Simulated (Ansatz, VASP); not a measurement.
## Two plane-wave programs on Pt

Contents of POSCAR:

```
Pt
1.0
    2.7861346169      0.0000000000      0.0000000000
   -1.3930673085      2.4128633566      0.0000000000
    0.0000000000      0.0000000000     26.3743469435
Pt
6
Direct
    0.6666666667      0.3333333333      0.2843672306
    0.3333333333      0.6666666667      0.3706203384
    0.0000000000      0.0000000000      0.4568734461
    0.6666666667      0.3333333333      0.5431265539
    0.3333333333      0.6666666667      0.6293796616
    0.0000000000      0.0000000000      0.7156327694
```

INCAR.step1

```
PREC = Accurate
ENCUT = 520
ISMEAR = 0
SIGMA = 0.1
LREAL = False
LASPH = True
NELM = 60
LDIPOL = True
IDIPOL = 3
DIPOL = 0.5 0.5 0.500
NBANDS = 39
GGA = PE
ALGO = Normal
EDIFF = 1E-4
LWAVE = True
LCHARG = False
```

INCAR.step2

```
PREC = Accurate
ENCUT = 520
EDIFF = 1E-6
ISMEAR = 0
SIGMA = 0.1
LREAL = False
LASPH = True
NELM = 60
ALGO = Normal
ISIF = 2
LWAVE = False
LCHARG = False
LDIPOL = True
IDIPOL = 3
DIPOL = 0.5 0.5 0.500
METAGGA = R2SCAN
LMIXTAU = True
NBANDS = 39
ISTART = 1
```

File KPOINTS:

```
regular mesh
0
Gamma
  15 15 1
```

Input for Ansatz:

```yaml
crystal:
  lattice:
    - [2.7861346169, 0.0, 0.0]
    - [-1.3930673085, 2.4128633566, 0.0]
    - [0.0, 0.0, 26.3743469435]
  atoms:
    - { symbol: Pt, position: [0.6666666667, 0.3333333333, 0.2843672306] }
    - { symbol: Pt, position: [0.3333333333, 0.6666666667, 0.3706203384] }
    - { symbol: Pt, position: [0.0, 0.0, 0.4568734461] }
    - { symbol: Pt, position: [0.6666666667, 0.3333333333, 0.5431265539] }
    - { symbol: Pt, position: [0.3333333333, 0.6666666667, 0.6293796616] }
    - { symbol: Pt, position: [0.0, 0.0, 0.7156327694] }
basis:
  ecutwfc: 500
kpoints:
  mp_grid: { grid: [15, 15, 1] }
hamiltonian:
  xc: r2scan
scf:
  occupations: { method: gaussian, width: 0.1 }
output:
  forces: true
  stress: true
  eigenvalues: true
  write_density: true
  write_potential: true
  elf: true
  volumetric_format: npy
efield:
  axis: 3
  dipole_correction: true
```

Alike in both runs: task single point; functional r2SCAN; k mesh 15 × 15 × 1; occupations gaussian, width 0.1 eV; no spin polarisation.

|  | VASP | Ansatz |
| --- | --- | --- |
| version | VASP 6.6.1 | Ansatz 0.2.0 |
| potentials or method | VASP PAW PBE potentials, release 64 (Pt), cutoff 520 eV | scalar-relativistic, plane waves, PAW |
| valence electrons in the cell | 60 | 108 |

```tsv
	VASP	Ansatz	Ansatz less VASP
gap on the k mesh at the Fermi level (eV)	none	none	-
rms of the force components (eV/Å)	0.106	0.103	-0.0032
```

VASP's potentials were made for PBE, not for r2SCAN. Atom by atom the forces differ by 0.008 eV/Å (rms over components). A gap of «none» marks a metal or a gap that the smearing closes. VASP's potentials hold 60 valence electrons a cell and Ansatz's 108, so a difference there can come from the potentials and not from the codes. Ansatz's warnings: xc potential rough in thin density.

Neither program's run includes spin-orbit coupling.
